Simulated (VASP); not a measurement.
# Re (R-3m) in VASP: a series of runs

The runs below take Re through electric field gradients, with PBEsol.

Everything below comes from runs of VASP 6.6.1. Logs are shortened: lines on timing, memory, paths and dates and some standing lists are left out, and cuts for length are marked.

### 1 The cell of the first run

Symmetry: R-3m, No. 166, trigonal system. Conventional cell: a = 2.768 Å, b = 2.768 Å, c = 19.895 Å, α = 90.00°, β = 90.00°, γ = 120.00°. Within 3.6 Å of Re (site symmetry -3m) lie 12 Re at 2.73 to 2.77 Å. Re (site symmetry 3m) has 12 Re at 2.73 to 2.77 Å within 3.6 Å.

### 2 Electric field gradients, PBEsol (zz strain of -1 %)

Contents of INCAR:

```
SYSTEM = Re
ALGO = Normal
EDIFF = 1E-8
ENCUT = 520
GGA = PS
ISIF = 2
ISMEAR = -1
LASPH = .True.
LCHARG = .False.
LEFG = .True.
LREAL = .False.
LWAVE = .False.
NBANDS = 18
NELM = 100
PREC = Accurate
SIGMA = 0.05
```

Contents of KPOINTS:

```
k-points
0
Gamma
  15 15 15
  0 0 0
```

Contents of POSCAR:

```
Re
1.0
    1.3839231524      0.7990084046      6.6316220076
   -1.3839231524      0.7990084046      6.6316220076
    0.0000000000     -1.5980168092      6.6316220076
Re
3
Direct
    0.0000000000      0.0000000000      0.0000000000
    0.2221738800      0.2221738800      0.2221738800
    0.7778261200      0.7778261200      0.7778261200
```

Potentials or basis: VASP PAW PBE potentials, release 64 (Re).

On the command line:

```bash
cat potpaw_PBE.64/Re/POTCAR > POTCAR
mpirun -np 1 vasp_std > vasp.out
```

OUTCAR:

```text
SYSTEM = Re
   EDIFF = 1E-8
   ENCUT = 520
   GGA = PS
   ISIF = 2
   ISMEAR = -1
   LASPH = .True.
   LREAL = .False.
   NELM = 100
   PREC = Accurate

 ion  position               nearest neighbor table
   1  0.000  0.000  0.000-   3 2.73   3 2.73   2 2.73   2 2.73   3 2.73   2 2.73
   2  0.222  0.222  0.222-   3 2.73   3 2.73   3 2.73   1 2.73   1 2.73   1 2.73
   3  0.778  0.778  0.778-   2 2.73   2 2.73   2 2.73   1 2.73   1 2.73   1 2.73

  LATTYP: Found a trigonal (rhomboedric) cell.
 ALAT       =     6.8214417958
 COS(alpha) =     0.9176807150

  Lattice vectors:

 A1 = (   1.3839231524,   0.7990084046,   6.6316220076)
 A2 = (  -1.3839231524,   0.7990084046,   6.6316220076)
 A3 = (   0.0000000000,  -1.5980168092,   6.6316220076)

Analysis of symmetry for initial positions (statically):
=====================================================================
 Subroutine PRICEL returns:
 Original cell was already a primitive cell.

 Routine SETGRP: Setting up the symmetry group for a
 trigonal (rhombohedral) supercell.

 Subroutine GETGRP returns: Found 12 space group operations
 (whereof 12 operations were pure point group operations)
 out of a pool of 12 trial point group operations.

The static configuration has the point symmetry D_3d.

Analysis of symmetry for dynamics (positions and initial velocities):
=====================================================================
 Subroutine PRICEL returns:
 Original cell was already a primitive cell.

 Routine SETGRP: Setting up the symmetry group for a
 trigonal (rhombohedral) supercell.

 Subroutine GETGRP returns: Found 12 space group operations
 (whereof 12 operations were pure point group operations)
 out of a pool of 12 trial point group operations.

The dynamic configuration has the point symmetry D_3d.

 Subroutine INISYM returns: Found 12 space group operations
 (whereof 12 operations are pure point group operations),
 and found     1 'primitive' translations

----------------------------------------------------------------------------------------

                                     Primitive cell

  volume of cell :      43.9981

  direct lattice vectors                    reciprocal lattice vectors
     1.383923152  0.799008405  6.631622008     0.361291737  0.208591882  0.050264224
    -1.383923152  0.799008405  6.631622008    -0.361291737  0.208591882  0.050264224
     0.000000000 -1.598016809  6.631622008     0.000000000 -0.417183764  0.050264224

  length of vectors
     6.821441796  6.821441796  6.821441796     0.420200886  0.420200886  0.420200886

  position of ions in fractional coordinates (direct lattice)
     0.000000000  0.000000000  0.000000000
     0.222173880  0.222173880  0.222173880
     0.777826120  0.777826120  0.777826120

  ion indices of the primitive-cell ions
   primitive index   ion index
                 1           1
                 2           2
                 3           3

----------------------------------------------------------------------------------------

 KPOINTS: k-points

Automatic generation of k-mesh.
 Grid dimensions read from file:
 generate k-points for:   15   15   15

 Generating k-lattice:

  Cartesian coordinates                     Fractional coordinates (reciprocal lattice)
     0.024086116  0.013906125  0.003350948     0.066666667  0.000000000  0.000000000
    -0.024086116  0.013906125  0.003350948     0.000000000  0.066666667  0.000000000
     0.000000000 -0.027812251  0.003350948     0.000000000  0.000000000  0.066666667

  Length of vectors
     0.028013392  0.028013392  0.028013392

  Shift w.r.t. Gamma in fractional coordinates (k-lattice)
     0.000000000  0.000000000  0.000000000

 Subroutine IBZKPT returns following result:
 ===========================================

 Found    344 irreducible k-points:

 Following reciprocal coordinates:
            Coordinates               Weight
  0.000000  0.000000  0.000000      1.000000
  0.066667  0.000000 -0.000000      6.000000
  0.133333  0.000000  0.000000      6.000000
  0.200000  0.000000  0.000000      6.000000
  0.266667  0.000000  0.000000      6.000000
  0.333333  0.000000 -0.000000      6.000000
[... 16 lines left out ...]
  0.133333  0.133333  0.000000      6.000000
  0.200000  0.133333 -0.000000     12.000000
 [... further k-points ...]
   k-points           NKPTS =    344   k-points in BZ     NKDIM =    344   number of bands    NBANDS=     18
   number of dos      NEDOS =    301   number of ions     NIONS =      3
   total plane-waves  NPLWV = 157464
   dimension x,y,z NGX =    54 NGY =   54 NGZ =   54
   dimension x,y,z NGXF=   108 NGYF=  108 NGZF=  108
   ions per type =               3
   NGX,Y,Z   is equivalent  to a cutoff of  13.16, 13.16, 13.16 a.u.
   NGXF,Y,Z  is equivalent  to a cutoff of  26.32, 26.32, 26.32 a.u.
 SYSTEM =  Re
   PREC   = accura    normal or accurate (medium, high low for compatibility)
   ISTART =      0    job   : 0-new  1-cont  2-samecut
   ICHARG =      2    charge: 1-file 2-atom 10-const
   ISPIN  =      1    spin polarized calculation?
   LNONCOLLINEAR =      F non collinear calculations
   LSORBIT =      F    spin-orbit coupling
   LASPH  =      T    aspherical Exc in radial PAW
   ENCUT  =  520.0 eV  38.22 Ry    6.18 a.u.  12.68 12.68 12.68*2*pi/ulx,y,z
   NELM   =    100;   NELMIN=  2; NELMDL= -5     # of ELM steps
   EDIFF  = 0.1E-07   stopping-criterion for ELM
   LREAL  =      F    real-space projection
   EDIFFG = 0.1E-06   stopping-criterion for IOM
   NSW    =      0    number of steps for IOM
   IBRION =     -1    ionic relax: 0-MD 1-quasi-New 2-CG
   NFREE  =      0    steps in history (QN), initial steepest desc. (CG)
   ISIF   =      2    stress and relaxation
   ISYM   =      2    0-nonsym 1-usesym 2-fastsym
   POTIM  = 0.5000    time-step for ionic-motion
   TEBEG  =    0.0;   TEEND  =   0.0 temperature during run
   PSTRESS=    0.0 pullay stress
   NELECT =      21.0000    total number of electrons
   NUPDOWN=      -1.0000    fix difference up-down
   EMIN   =  10.00;   EMAX   =-10.00  energy-range for DOS
   EFERMI =   0.00;   METHOD = LEGACY
   ISMEAR =    -1;   SIGMA  =   0.05  broadening in eV -4-tet -1-fermi 0-gaus
   EFERMI_NEDOS =   21; number of points for ismear=-14 and -15
   IALGO  =     38    algorithm
   IMIX   =      4    mixing-type and parameters
     AMIX     =   0.40;   BMIX     =  1.00
     AMIX_MAG =   1.60;   BMIX_MAG =  1.00
  volume/ion in A,a.u.               =      14.67        98.97
  Fermi-wavevector in a.u.,A,eV,Ry     =   1.279391  2.417698 22.270564  1.636840
  Thomas-Fermi vector in A             =   2.411879
   LORBIT       =      0    0 simple, 1 ext, 2 COOP (PROOUT), +10 PAW based schemes
   GGA     = PS    functional components
   LHFCALC =     F    Hartree Fock is set to
   AEXX    =    0.0000 exact exchange contribution
   IVDW    =     0    specifies the selected vdW correction
   LEPSILON=     F    determine dielectric tensor
   LRPA    =     F    only Hartree local field effects (RPA)
 non-spin polarized calculation
  energy-cutoff  :      520.00
  volume of cell :       44.00
 maximum number of plane-waves:      1198
 NGX is ok and might be reduce to    54
   NGX = 25   NGY = 25   NGZ = 25

 number of electron      21.0000001 magnetization

 Free energy of the ion-electron system (eV)
  ---------------------------------------------------
  ext. energy  EPLUGINS =         0.00000000
  ---------------------------------------------------
  free energy    TOTEN  =       -40.07778923 eV

  energy without entropy =      -40.05824545  energy(sigma->0) =      -40.06801734

 E-fermi :   7.8396     XC(G=0): -13.8367

 val. band max:        7.8355972030   @ k =  -0.0667   0.2000   0.0667
 cond. band min:       7.8431276124   @ k =   0.2000   0.1333   0.0667
 fundamental gap:      0.0075304094
 Fermi energy:         7.8395522204

 k-point     1 :       0.0000    0.0000    0.0000
  band No.  band energies     occupation
      1      -2.1630      2.00000
      2       0.9496      2.00000
      3       1.0152      2.00000
      4       5.8185      2.00000
      5       5.8185      2.00000
      6       6.0762      2.00000
[... 10 lines left out ...]
     17      11.0599      0.00000
     18      11.0599      0.00000
[... 463 lines left out ...]
 k-point    24 :       0.2000    0.1333   -0.0000
  band No.  band energies     occupation
      1      -0.9053      2.00000
      2       1.8366      2.00000
      3       2.1911      2.00000
      4       4.3433      2.00000
      5       4.5226      2.00000
      6       5.0733      2.00000
[... 10 lines left out ...]
     17      11.7266      0.00000
     18      12.7279      0.00000

 [... further k-points ...]
[... 5 lines left out ...]
  --------------------------------------------------------------------------------------
  -------------------------------------------------------------------------------------
  Total       -1.0851478     -1.0851478     -0.1304379      0.0000000     -0.0000000      0.0000000
  in kB      -39.5152879    -39.5152879     -4.7498530      0.0000000     -0.0000000      0.0000000
  external PRESSURE =     -27.9268096 kB  Pullay stress =       0.0000000 kB

 VOLUME and BASIS-vectors are now :
 -----------------------------------------------------------------------------
  energy-cutoff  :      520.00
  volume of cell :       44.00
      direct lattice vectors                 reciprocal lattice vectors
     1.383923152  0.799008405  6.631622008     0.361291737  0.208591882  0.050264224
    -1.383923152  0.799008405  6.631622008    -0.361291737  0.208591882  0.050264224
     0.000000000 -1.598016809  6.631622008     0.000000000 -0.417183764  0.050264224

 POSITION                                       TOTAL-FORCE (eV/Angst)
 -----------------------------------------------------------------------------------
      0.00000      0.00000      0.00000         0.000000      0.000000      0.000000
      0.00000      0.00000      4.42012         0.000000      0.000000      0.000505
      0.00000      0.00000     15.47475         0.000000     -0.000000     -0.000505
 -----------------------------------------------------------------------------------
    total drift:                                0.000000     -0.000000     -0.000000

  FREE ENERGIE OF THE ION-ELECTRON SYSTEM (eV)
  ---------------------------------------------------
  free  energy   TOTEN  =       -40.0777892260 eV

  energy  without entropy=      -40.0582454459  energy(sigma->0) =      -40.06801734

 Electric field gradients (V/A^2)
---------------------------------------------------------------------
 ion       V_xx      V_yy      V_zz      V_xy      V_xz      V_yz
---------------------------------------------------------------------
   1      51.226    51.226  -102.452     0.000     0.000     0.000
   2      26.702    26.702   -53.404    -0.000    -0.000    -0.000
   3      26.702    26.702   -53.404    -0.000    -0.000    -0.000
---------------------------------------------------------------------

 Electric field gradients after diagonalization (V/A^2)
 (convention: |V_zz| > |V_xx| > |V_yy|)
----------------------------------------------------------------------
 ion       V_xx      V_yy      V_zz     asymmetry (V_yy - V_xx)/ V_zz
----------------------------------------------------------------------
   1      51.226    51.226  -102.452       0.000
   2      26.702    26.702   -53.404       0.000
   3      26.702    26.702   -53.404       0.000
----------------------------------------------------------------------

           NMR quadrupolar parameters

 Cq : quadrupolar parameter    Cq=e*Q*V_zz/h
 eta: asymmetry parameters     (V_yy - V_xx)/ V_zz
 Q  : nuclear electric quadrupole moment in mb (millibarn)
----------------------------------------------------------------------
 ion       Cq(MHz)       eta       Q (mb)
----------------------------------------------------------------------
   1      -0.248       0.000       1.000
   2      -0.129       0.000       1.000
   3      -0.129       0.000       1.000
----------------------------------------------------------------------
```

Run time: 28 min. Hardware: 1 thread of Intel Xeon Platinum 8259CL at 2.50GHz (Skylake/Cascade Lake), shared host; peak memory 0.55 GiB.

Results:

```
Free energy                             : -40.0778 eV
Pressure                                : -2.8 GPa
Band gap on the k mesh                  : zero (an odd number of electrons rules out a gap without spin polarisation)
Largest electric field gradient by atom : Re -102.5, -53.4 (each value once) V/Å²
```

Levels at points of the mesh, in eV from the Fermi level:
```
           k point  band 6  band 7  band 8  band 9  band 10  band 11  band 12  band 13  band 14  band 15
(0.00, 0.00, 0.00)   -1.76   -1.71   -1.58   -1.58    -1.51    -1.19    -1.19     0.51     0.51     2.61
```

Electric field gradients, principal values (V/Å²):
| atom | least | middle | greatest (by size) |
| --- | --- | --- | --- |
| 1 Re | 51.226 | 51.226 | -102.452 |
| 2 Re | 26.702 | 26.702 | -53.404 |
| 3 Re | 26.702 | 26.702 | -53.404 |

Caveat: the cell differs from its parent crystal (zz strain of -1 %); without QUAD_EFG the Cq values of the log hold for a quadrupole moment of 1 mb, not for the nuclei; the PAW data sets were made with another functional, which shifts forces and pressure a little; spin-orbit coupling is left out, which moves the levels of the heavy elements.

### 3 Electric field gradients, PBEsol (zz strain of +2 %)

Contents of INCAR:

```
SYSTEM = Re
  PREC = Accurate
  ENCUT = 520
  EDIFF = 1E-8
  ISMEAR = -1
  SIGMA = 0.05
  LREAL = .False.
  LASPH = .True.
  NELM = 60
  ALGO = Normal
  ISIF = 2
  LWAVE = .False.
  LCHARG = .False.
  GGA = PS
  LEFG = .True.
  NBANDS = 18
```

Contents of KPOINTS:

```
Automatic mesh
0
Gamma
  15 15 15
  0 0 0
```

Contents of POSCAR:

```
Re
1.0
    1.3839231524      0.7990084046      6.8325802503
   -1.3839231524      0.7990084046      6.8325802503
    0.0000000000     -1.5980168092      6.8325802503
Re
3
Direct
    0.0000000000      0.0000000000      0.0000000000
    0.2221738800      0.2221738800      0.2221738800
    0.7778261200      0.7778261200      0.7778261200
```

Potentials or basis: VASP PAW PBE potentials, release 64 (Re).

On the command line:

```bash
cat potpaw_PBE.64/Re/POTCAR > POTCAR
mpirun -np 1 vasp_std > vasp.out
```

OUTCAR:

```text
SYSTEM = Re
   PREC = Accurate
   ENCUT = 520
   EDIFF = 1E-8
   ISMEAR = -1
   LREAL = .False.
   LASPH = .True.
   NELM = 60
   ISIF = 2
   GGA = PS

 ion  position               nearest neighbor table
   1  0.000  0.000  0.000-   3 2.78   3 2.78   2 2.78   2 2.78   3 2.78   2 2.78
   2  0.222  0.222  0.222-   3 2.78   3 2.78   3 2.78   1 2.78   1 2.78   1 2.78
   3  0.778  0.778  0.778-   2 2.78   2 2.78   2 2.78   1 2.78   1 2.78   1 2.78

  LATTYP: Found a trigonal (rhomboedric) cell.
 ALAT       =     7.0169659112
 COS(alpha) =     0.9222043682

  Lattice vectors:

[... 723 lines left out ...]

  energy  without entropy=      -39.9703283431  energy(sigma->0) =      -39.98144102

 Electric field gradients (V/A^2)
---------------------------------------------------------------------
 ion       V_xx      V_yy      V_zz      V_xy      V_xz      V_yz
---------------------------------------------------------------------
   1      16.721    16.721   -33.441     0.000     0.000     0.000
   2      -2.222    -2.222     4.444     0.000    -0.000    -0.000
   3      -2.222    -2.222     4.444     0.000    -0.000    -0.000
---------------------------------------------------------------------

 Electric field gradients after diagonalization (V/A^2)
 (convention: |V_zz| > |V_xx| > |V_yy|)
----------------------------------------------------------------------
 ion       V_xx      V_yy      V_zz     asymmetry (V_yy - V_xx)/ V_zz
----------------------------------------------------------------------
   1      16.721    16.721   -33.441       0.000
   2      -2.222    -2.222     4.444       0.000
   3      -2.222    -2.222     4.444       0.000
----------------------------------------------------------------------

           NMR quadrupolar parameters

 Cq : quadrupolar parameter    Cq=e*Q*V_zz/h
 eta: asymmetry parameters     (V_yy - V_xx)/ V_zz
 Q  : nuclear electric quadrupole moment in mb (millibarn)
----------------------------------------------------------------------
 ion       Cq(MHz)       eta       Q (mb)
----------------------------------------------------------------------
   1      -0.081       0.000       1.000
   2       0.011       0.000       1.000
   3       0.011       0.000       1.000
----------------------------------------------------------------------
```

stdout:

```text
POSCAR found type information on POSCAR Re
 POSCAR found :  1 types and       3 ions
 scaLAPACK will be used
 -----------------------------------------------------------------------------
|                                                                             |
|                                                                             |
|     You enforced a specific xc type in the INCAR file but a different       |
|     I HOPE YOU KNOW WHAT YOU ARE DOING!                                     |
|                                                                             |
 -----------------------------------------------------------------------------

 LDA part: xc-table for (Slater+PW92), standard interpolation
 POSCAR, INCAR and KPOINTS ok, starting setup
 FFT: planning ... GRIDC
 FFT: planning ... GRID_SOFT
 FFT: planning ... GRID
 WAVECAR not read
 entering main loop
ion   1

ion   2

ion   3
```

Wall time 31 min (1 thread of Intel Xeon Platinum 8259CL at 2.50GHz (Skylake/Cascade Lake), shared host); peak memory 0.55 GiB.

What came out:

```
Free energy                             : -39.9926 eV
Pressure                                : -13.6 GPa
Largest force                           : 0.068 eV/Å
Band gap on the k mesh                  : zero (an odd number of electrons rules out a gap without spin polarisation)
Largest electric field gradient by atom : Re -33.4, +4.4 (each value once) V/Å²
```

Forces on the atoms (eV/Å):
```
Re   0.000  0.000  0.000
Re   0.000  0.000 -0.068
Re   0.000  0.000  0.068
```

Stress tensor (GPa, compression positive):
```
-10.59   0.00   0.00
  0.00 -10.59   0.00
  0.00   0.00 -19.48
```

Electric field gradients, principal values (V/Å²):
```tsv
atom	least	middle	greatest (by size)
1 Re	16.721	16.721	-33.441
2 Re	-2.222	-2.222	4.444
3 Re	-2.222	-2.222	4.444
```

Caveat: the cell differs from its parent crystal (zz strain of +2 %); the stress differs along the axes, from -19 to -11 GPa; without QUAD_EFG the Cq values of the log hold for a quadrupole moment of 1 mb, not for the nuclei; the PAW data sets were made with another functional, which shifts forces and pressure a little; spin-orbit coupling is left out, which moves the levels of the heavy elements.

(Part 1 of 2 ends here.)
